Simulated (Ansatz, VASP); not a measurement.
## One calculation of KMgPd3, two programs

```
CELL_PARAMETERS angstrom
4.41021 0.00000 0.00000
0.00000 4.41021 0.00000
0.00000 0.00000 5.62136
ATOMIC_POSITIONS crystal
K 0.00000 0.00000 0.98431
Mg 0.50000 0.50000 0.70704
Pd 0.00000 0.50000 0.45037
Pd 0.50000 0.50000 0.17581
Pd 0.50000 0.00000 0.45037
```

Change from the starting cell: species swapped into the NdBPt3 type (P4mm, No. 99).

Alike in both runs: functional PBE; k mesh 4 × 4 × 4; occupations gaussian, width 0.1 eV; no spin polarisation.

Ansatz relaxed the structure, and its values are those at the end. VASP's run is a single point on that final structure, the one shown.

|  | VASP | Ansatz |
| --- | --- | --- |
| version | VASP 6.6.1 | Ansatz 0.2.0 |
| potentials or method | VASP PAW PBE potentials, release 64 (K_sv, Mg, Pd), cutoff 600 eV | scalar-relativistic, plane waves, PAW |
| valence electrons in the cell | 41 | 73 |

|  | VASP | Ansatz | Ansatz less VASP |
| --- | --- | --- | --- |
| gap on the k mesh at the Fermi level (eV) | none | none | - |
| pressure (GPa) | 0.0 | 0.0 | +0.02 |
| rms of the force components (eV/Å) | 0.009 | 0.002 | -0.0064 |

A gap of «none» marks a metal or a gap that the smearing closes. VASP's potentials hold 41 valence electrons a cell and Ansatz's 73, so a difference there can come from the potentials and not from the codes.
